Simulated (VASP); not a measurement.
The system is TiTe2.

```
Ti Te
1.0
     3.77700    0.00000    0.00000
    -1.88850    3.27098    0.00000
     0.00000    0.00000    6.49800
Ti Te
1 2
Direct
  0.00000 0.00000 0.00000
  0.66667 0.33333 0.26280
  0.33333 0.66667 0.73720
```

```yaml
Program: VASP 6.6.1
Task: relaxation of cell and atoms
Functional: LDA
Potentials_or_basis: VASP PAW LDA potentials, release 64 (Ti_sv, Te)
Cutoff: 600 eV
k_mesh: 8 × 8 × 4
Occupations: methfessel-paxton, width 0.1 eV
Spin: no spin polarisation
```

At the start: pressure -4.0 GPa; volume 26.76 Å³/atom.

Q: How do energy, volume and symmetry change on relaxing?

A: Over 7 steps the energy falls by 24.9 meV/atom and the volume is 24.55 Å³/atom (-8.2 %); space group P-3m1 (No. 164, to 0.05 Å).

The path:
```tsv
step	energy change (eV)	largest force (eV/Å)	pressure (GPa)	volume (Å³)
1	0.0000	0.2849	-4.01	80.28
2	-0.0213	0.7350	3.53	72.75
3	-0.0594	0.2570	-0.17	75.95
4	-0.0654	0.1951	-0.13	75.47
5	-0.0709	0.0397	-0.01	74.31
6	-0.0731	0.0198	-0.02	74.06
7	-0.0746	0.0139	0.02	73.66
```

Final structure:
```
Ti Te
1.0
     3.67280    0.00000    0.00000
    -1.83640    3.18074    0.00000
     0.00000    0.00000    6.30510
Ti Te
1 2
Direct
  0.00000 0.00000 0.00000
  0.66667 0.33333 0.27046
  0.33333 0.66667 0.72954
```
